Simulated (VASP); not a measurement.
Wanted: the native input for a VASP 6.6.1 run.

```yaml
Task: relaxation of shape and atoms at fixed volume
Functional: PBE
Potentials_or_basis: VASP PAW PBE potentials, release 64 (Te, Mo_sv)
Cutoff: 600 eV
k_mesh: 12 × 12 × 2
Occupations: gaussian, width 0.02 eV
Spin: no spin polarisation
Dipole_correction: no
Further_INCAR_settings: ALGO = Normal; EDIFF = 1e-07; IBRION = 2; EDIFFG = -0.01; NSW = 50; ISIF = 4
```

The structure of Te2Mo lies in POSCAR:

```
Te2Mo
1.0
    3.5211340819      0.0000000000      0.0000000000
   -1.7605670409      3.0493915651      0.0000000000
    0.0000000000      0.0000000000     15.0511232571
Te Mo
4 2
Direct
    0.3333333333      0.6666666667      0.6310943400
    0.6666666667      0.3333333333      0.1310943400
    0.3333333333      0.6666666667      0.8689056600
    0.6666666667      0.3333333333      0.3689056600
    0.3333333333      0.6666666667      0.2500000000
    0.6666666667      0.3333333333      0.7500000000
```

The input as run:

INCAR

```
PREC = Accurate
ENCUT = 600
EDIFF = 1E-7
ISMEAR = 0
SIGMA = 0.02
LREAL = False
LASPH = True
NELM = 100
ALGO = Normal
ISIF = 4
LWAVE = False
LCHARG = False
GGA = PE
IBRION = 2
NSW = 50
EDIFFG = -0.01
```

KPOINTS

```
regular mesh
0
Gamma
  12 12 2
```

Potentials or basis: VASP PAW PBE potentials, release 64 (Te, Mo_sv).

Launch:

```sh
$ cat potpaw_PBE.64/Te/POTCAR potpaw_PBE.64/Mo_sv/POTCAR > POTCAR
$ mpirun -np 1 vasp_std > vasp.out
```

Results of the run:

| Item | Value |
| --- | --- |
| Energy gained by relaxing | 6.4 meV/atom |
| Ionic steps | 7 |
| Pressure after relaxing | 0.3 GPa |
| Largest force after relaxing | 0.007 eV/Å |
| Band gap on the k mesh | 0.94 eV (least direct gap 1.03 eV) |

Caveat: spin-orbit coupling is left out, which moves the levels of the heavy elements; this functional lacks dispersion, which binds layers or chains, so the pressure and a relaxed spacing across them are unreliable.

Wall time 14 min on 1 thread of Intel(R) Xeon(R) Platinum 8488C (Sapphire Rapids) (shared host), peak memory 0.43 GiB.
